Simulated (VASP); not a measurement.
# MgS: single point with r2SCAN

Crystal: MgS.

```
CELL_PARAMETERS angstrom
0.00000 2.91580 2.91580
2.91580 0.00000 2.91580
2.91580 2.91580 0.00000
ATOMIC_POSITIONS crystal
Mg 0.00000 0.00000 0.00000
S 0.25000 0.25000 0.25000
```

This cell differs from its parent crystal: strain +3.0%.

- Program: VASP 6.6.1
- Task: single point
- Functional: r2SCAN
- Potentials or basis: VASP PAW PBE potentials, release 64 (Mg_sv, S)
- Cutoff: 660 eV
- k mesh: 8 × 8 × 8
- Occupations: gaussian, width 0.01 eV
- Spin: no spin polarisation

```
Pressure               : -4.6 GPa
Band gap on the k mesh : 3.70 eV, direct
```

Levels at points of the mesh, in eV from the valence-band top:
```tsv
k point	band 6	band 7	band 8	band 9	band 10	band 11
(0.00, 0.00, 0.00)	0.00	0.00	0.00	3.70	8.38	8.38
(0.50, 0.00, 0.00)	-2.85	-0.30	-0.30	5.49	8.09	8.09
(0.50, 0.50, 0.00)	-2.56	-0.94	-0.94	4.36	6.16	11.29
```

It took 85 s on 1 thread of Intel(R) Xeon(R) Platinum 8559C (Emerald Rapids) (shared host), peak memory 0.22 GiB.

Caveat: the cell differs from its parent crystal (strain +3.0%); the PAW data sets were made with another functional, which shifts forces and pressure a little.
